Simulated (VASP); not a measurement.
Input of a VASP 6.6.1 run:

Contents of INCAR:

```
SYSTEM = AlH
PREC = Accurate
ENCUT = 520
EDIFF = 1E-6
ISMEAR = 0
SIGMA = 0.1
LREAL = .False.
LASPH = .True.
NELM = 80
ALGO = Normal
ISIF = 2
LWAVE = .False.
LCHARG = .False.
GGA = PE
NBANDS = 12
```

The input KPOINTS:

```
Automatic mesh
0
Gamma
  12 12 8
  0 0 0
```

File POSCAR:

```
AlH
1.0
    3.0280342937      0.0000000000      0.0000000000
   -1.5140171468      2.6223546219      0.0000000000
    0.0000000000      0.0000000000      4.8361604671
Al H
2 2
Direct
    0.6666666667      0.3333333333      0.7500000000
    0.3333333333      0.6666666667      0.2500000000
    0.0000000000      0.0000000000      0.0000000000
    0.0000000000      0.0000000000      0.5000000000
```

Potentials or basis: VASP PAW PBE potentials, release 64 (Al, H).

Launch:

```sh
$ cat potpaw_PBE.64/Al/POTCAR potpaw_PBE.64/H/POTCAR > POTCAR
$ mpirun -np 1 vasp_std > vasp.out
```

Q: Estimate the band gap on the k mesh.

A: Zero (bands 4 and 5 overlap by 7.59 eV).

Q: Estimate the pressure.

A: -0.1 GPa.
